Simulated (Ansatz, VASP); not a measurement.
# Ga in VASP and in Ansatz

```
Ga
1.0
     2.23185   -3.79323    0.00000
     2.23185    3.79323    0.00000
     0.00000    0.00000    4.53464
Ga
4
Direct
  0.84423 0.15577 0.08558
  0.65577 0.34423 0.58558
  0.15577 0.84423 0.91442
  0.34423 0.65577 0.41442
```

Alike in both runs: task single point; functional r2SCAN; k mesh 8 × 8 × 7; occupations fermi-dirac, width 0.01 eV; no spin polarisation.

|  | VASP | Ansatz |
| --- | --- | --- |
| version | VASP 6.6.1 | Ansatz 0.2.0 |
| potentials or method | VASP PAW PBE potentials, release 64 (Ga_d), cutoff 520 eV | plane waves (500 eV) with PAW, scalar-relativistic |
| valence electrons in the cell | 52 | 52 |

Ansatz gave:

```
pressure (GPa)                                                : 0.0
traceless stress, the component that is largest in VASP (GPa) : 0.18
```

Question: Which values does VASP return?

Answer: Pressure (GPa): 0.1; traceless stress, the component that is largest in VASP (GPa): 0.11.

VASP's potentials were made for PBE, not for r2SCAN.
